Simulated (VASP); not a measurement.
# Si3N4 (P6_3/m) in VASP: electric field gradients with PBE

Aim: the electric field gradients of Si3N4 with PBE.

Everything below comes from runs of VASP 6.6.1. Logs are shortened: lines on timing, memory, paths and dates and some standing lists are left out, and cuts for length are marked.

## (1) The cell of the first run

Symmetry: P6_3/m, No. 176, hexagonal system. The conventional cell has a = 7.609 Å, b = 7.609 Å, c = 2.908 Å, α = 90.00°, β = 90.00°, γ = 120.00°. Si (site symmetry m) has 4 N at 1.73 to 1.74 Å within 2.3 Å. N (site symmetry -6) has 3 Si at 1.73 Å within 2.3 Å. Within 2.3 Å of N (site symmetry m) lie 3 Si at 1.74 Å.

## (2) Electric field gradients, PBE

File INCAR:

```
SYSTEM = Si3N4
PREC     = Accurate       ! precision mode
ENCUT    = 520            ! plane-wave cutoff, eV
EDIFF    = 1E-8           ! SCF threshold, eV
ISMEAR   = -1             ! smearing method
SIGMA    = 0.02           ! smearing width, eV
LREAL    = .False.        ! projectors in reciprocal space
LASPH    = .True.         ! aspherical terms in the spheres
NELM     = 120            ! most SCF steps
ALGO     = Normal         ! electronic algorithm
ISIF     = 2              ! what is computed and relaxed
LWAVE    = .False.        ! write WAVECAR
LCHARG   = .False.        ! write CHGCAR
GGA      = PE             ! functional
LEFG     = .True.       
NBANDS   = 45             ! bands
GGA_COMPAT= .False.
```

File KPOINTS:

```
regular mesh
0
Gamma
  4 4 10
  0 0 0
```

File POSCAR:

```
Si3N4
1.0
    7.6093000000      0.0000000000      0.0000000000
   -3.8046500000      6.5898471050      0.0000000000
    0.0000000000      0.0000000000      2.9079000000
Si N
6 8
Direct
    0.1739076046      0.7677713751      0.2500000000
    0.4061362295      0.1739076046      0.7500000000
    0.2322286249      0.4061362295      0.2500000000
    0.8260923954      0.2322286249      0.7500000000
    0.5938637705      0.8260923954      0.2500000000
    0.7677713751      0.5938637705      0.7500000000
    0.3333333333      0.6666666667      0.2500000000
    0.6666666667      0.3333333333      0.7500000000
    0.3297847812      0.0297818417      0.2500000000
    0.3000029395      0.3297847812      0.7500000000
    0.9702181583      0.3000029395      0.2500000000
    0.6702152188      0.9702181583      0.7500000000
    0.6999970605      0.6702152188      0.2500000000
    0.0297818417      0.6999970605      0.7500000000
```

Potentials or basis: VASP PAW PBE potentials, release 64 (Si, N).

Command:

```console
$ cat potpaw_PBE.64/Si/POTCAR potpaw_PBE.64/N/POTCAR > POTCAR
$ mpirun -np 1 vasp_std > vasp.out
```

OUTCAR:

```text
SYSTEM = Si3N4
   PREC = Accurate
   ENCUT = 520
   EDIFF = 1E-8
   ISMEAR = -1
   LREAL = .False.
   LASPH = .True.
   NELM = 120
   ISIF = 2
   GGA = PE

 ion  position               nearest neighbor table
   1  0.174  0.768  0.250-   7 1.73   9 1.74  14 1.74  14 1.74   3 3.00   5 3.00   2 3.05   2 3.05
                             6 3.05   6 3.05
   2  0.406  0.174  0.750-   8 1.73  10 1.74   9 1.74   9 1.74   6 3.00   4 3.00   1 3.05   1 3.05
                             3 3.05   3 3.05
   3  0.232  0.406  0.250-   7 1.73  11 1.74  10 1.74  10 1.74   5 3.00   1 3.00   2 3.05   2 3.05
                             4 3.05   4 3.05
   4  0.826  0.232  0.750-   8 1.73  12 1.74  11 1.74  11 1.74   6 3.00   2 3.00   5 3.05   5 3.05
                             3 3.05   3 3.05
   5  0.594  0.826  0.250-   7 1.73  13 1.74  12 1.74  12 1.74   3 3.00   1 3.00   4 3.05   4 3.05
                             6 3.05   6 3.05
   6  0.768  0.594  0.750-   8 1.73  14 1.74  13 1.74  13 1.74   2 3.00   4 3.00   5 3.05   5 3.05
                             1 3.05   1 3.05
   7  0.333  0.667  0.250-   1 1.73   5 1.73   3 1.73
   8  0.667  0.333  0.750-   4 1.73   2 1.73   6 1.73
   9  0.330  0.030  0.250-   1 1.74   2 1.74   2 1.74
  10  0.300  0.330  0.750-   2 1.74   3 1.74   3 1.74
  11  0.970  0.300  0.250-   3 1.74   4 1.74   4 1.74
  12  0.670  0.970  0.750-   4 1.74   5 1.74   5 1.74
  13  0.700  0.670  0.250-   5 1.74   6 1.74   6 1.74
  14  0.030  0.700  0.750-   6 1.74   1 1.74   1 1.74

  LATTYP: Found a hexagonal cell.
 ALAT       =     7.6093000000
 C/A-ratio  =     0.3821507892

  Lattice vectors:

 A1 = (   7.6093000000,   0.0000000000,   0.0000000000)
 A2 = (  -3.8046500000,   6.5898471050,   0.0000000000)
 A3 = (   0.0000000000,   0.0000000000,   2.9079000000)

Analysis of symmetry for initial positions (statically):
=====================================================================
 Subroutine PRICEL returns:
 Original cell was already a primitive cell.

 Routine SETGRP: Setting up the symmetry group for a
 hexagonal supercell.

 Subroutine GETGRP returns: Found 12 space group operations
 (whereof  6 operations were pure point group operations)
 out of a pool of 24 trial point group operations.

The static configuration has the point symmetry S_6 .
 The point group associated with its full space group is C_6h.

Analysis of symmetry for dynamics (positions and initial velocities):
=====================================================================
[... 1340 lines left out ...]
      2.42875      1.14602      2.18093         0.004852      0.006778      0.000000
      0.22189      2.67638      0.72698        -0.003444      0.007591      0.000000
      5.40244      1.53035      2.18093        -0.008296      0.000813     -0.000000
      1.37590      5.44382      0.72698        -0.004852     -0.006778      0.000000
      3.58276      3.91347      2.18093         0.003444     -0.007591      0.000000
     -0.00000      4.39323      0.72698         0.000000     -0.000000     -0.000000
      3.80465      2.19662      2.18093         0.000000     -0.000000     -0.000000
      2.39612      0.19626      0.72698        -0.006375     -0.005765     -0.000000
      1.02810      2.17323      2.18093         0.001805     -0.008403     -0.000000
      6.24127      1.97697      0.72698         0.008180     -0.002638      0.000000
      1.40853      6.39359      2.18093         0.006375      0.005765     -0.000000
      2.77655      4.41662      0.72698        -0.001805      0.008403      0.000000
     -2.43662      4.61287      2.18093        -0.008180      0.002638     -0.000000
 -----------------------------------------------------------------------------------
    total drift:                               -0.000000      0.000000     -0.000000

  FREE ENERGIE OF THE ION-ELECTRON SYSTEM (eV)
  ---------------------------------------------------
  free  energy   TOTEN  =      -114.5009708830 eV

  energy  without entropy=     -114.5009708830  energy(sigma->0) =     -114.50097088

 Electric field gradients (V/A^2)
---------------------------------------------------------------------
 ion       V_xx      V_yy      V_zz      V_xy      V_xz      V_yz
---------------------------------------------------------------------
   1      -3.494     7.401    -3.908     5.437     0.000     0.000
   2      -0.031     3.939    -3.908    -7.437     0.000    -0.000
   3       9.387    -5.479    -3.908     1.999     0.000     0.000
   4      -3.494     7.401    -3.908     5.437    -0.000    -0.000
   5      -0.031     3.939    -3.908    -7.437    -0.000     0.000
   6       9.387    -5.479    -3.908     1.999    -0.000    -0.000
   7      23.132    23.133   -46.265     0.000     0.000     0.000
   8      23.132    23.133   -46.265     0.000    -0.000     0.000
   9     -46.762    21.163    25.599     2.315    -0.000     0.000
  10       2.177   -27.775    25.598   -30.570     0.000     0.000
  11       6.188   -31.786    25.598    28.255     0.000     0.000
  12     -46.762    21.163    25.599     2.315     0.000    -0.000
  13       2.177   -27.775    25.598   -30.570     0.000     0.000
  14       6.188   -31.786    25.598    28.255    -0.000    -0.000
---------------------------------------------------------------------

 Electric field gradients after diagonalization (V/A^2)
 (convention: |V_zz| > |V_xx| > |V_yy|)
----------------------------------------------------------------------
 ion       V_xx      V_yy      V_zz     asymmetry (V_yy - V_xx)/ V_zz
----------------------------------------------------------------------
   1      -5.743    -3.908     9.651       0.190
   2      -5.743    -3.908     9.651       0.190
   3      -5.743    -3.908     9.651       0.190
   4      -5.743    -3.908     9.651       0.190
   5      -5.743    -3.908     9.651       0.190
   6      -5.743    -3.908     9.651       0.190
   7      23.133    23.132   -46.265       0.000
   8      23.133    23.132   -46.265       0.000
   9      25.599    21.242   -46.841       0.093
  10      25.598    21.243   -46.841       0.093
  11      25.598    21.242   -46.841       0.093
  12      25.599    21.242   -46.841       0.093
  13      25.598    21.243   -46.841       0.093
  14      25.598    21.242   -46.841       0.093
----------------------------------------------------------------------

           NMR quadrupolar parameters

 Cq : quadrupolar parameter    Cq=e*Q*V_zz/h
 eta: asymmetry parameters     (V_yy - V_xx)/ V_zz
 Q  : nuclear electric quadrupole moment in mb (millibarn)
----------------------------------------------------------------------
 ion       Cq(MHz)       eta       Q (mb)
----------------------------------------------------------------------
   1       0.023       0.190       1.000
   2       0.023       0.190       1.000
   3       0.023       0.190       1.000
   4       0.023       0.190       1.000
   5       0.023       0.190       1.000
   6       0.023       0.190       1.000
   7      -0.112       0.000       1.000
   8      -0.112       0.000       1.000
   9      -0.113       0.093       1.000
  10      -0.113       0.093       1.000
  11      -0.113       0.093       1.000
  12      -0.113       0.093       1.000
  13      -0.113       0.093       1.000
  14      -0.113       0.093       1.000
----------------------------------------------------------------------
```

Run time: 5.4 min. Hardware: 1 thread of Intel Xeon 8259CL, shared host; peak memory 0.33 GiB.

What came out:

| Item | Value |
| --- | --- |
| Free energy | -114.5010 eV |
| Pressure | 4.7 GPa |
| Largest force | 0.009 eV/Å |
| Band gap on the k mesh | 4.32 eV, indirect (least direct gap 4.51 eV) |

Forces in eV/Å, atoms in the order of the input:
```
Si   0.008 -0.001  0.000
Si   0.005  0.007  0.000
Si  -0.003  0.008  0.000
Si  -0.008  0.001  0.000
Si  -0.005 -0.007  0.000
Si   0.003 -0.008  0.000
N    0.000  0.000  0.000
N    0.000  0.000  0.000
N   -0.006 -0.006  0.000
N    0.002 -0.008  0.000
N    0.008 -0.003  0.000
N    0.006  0.006  0.000
N   -0.002  0.008  0.000
N   -0.008  0.003  0.000
```

Electric field gradients, principal values (V/Å²):
```csv
atom,least,middle,greatest (by size)
1 Si,-3.908,-5.743,9.651
2 Si,-3.908,-5.743,9.651
3 Si,-3.908,-5.743,9.651
4 Si,-3.908,-5.743,9.651
5 Si,-3.908,-5.743,9.651
6 Si,-3.908,-5.743,9.651
7 N,23.132,23.133,-46.265
8 N,23.132,23.133,-46.265
9 N,21.242,25.599,-46.841
10 N,21.243,25.598,-46.841
11 N,21.242,25.598,-46.841
12 N,21.242,25.599,-46.841
13 N,21.243,25.598,-46.841
14 N,21.242,25.598,-46.841
```

Caveat: without QUAD_EFG the Cq values of the log hold for a quadrupole moment of 1 mb, not for the nuclei.
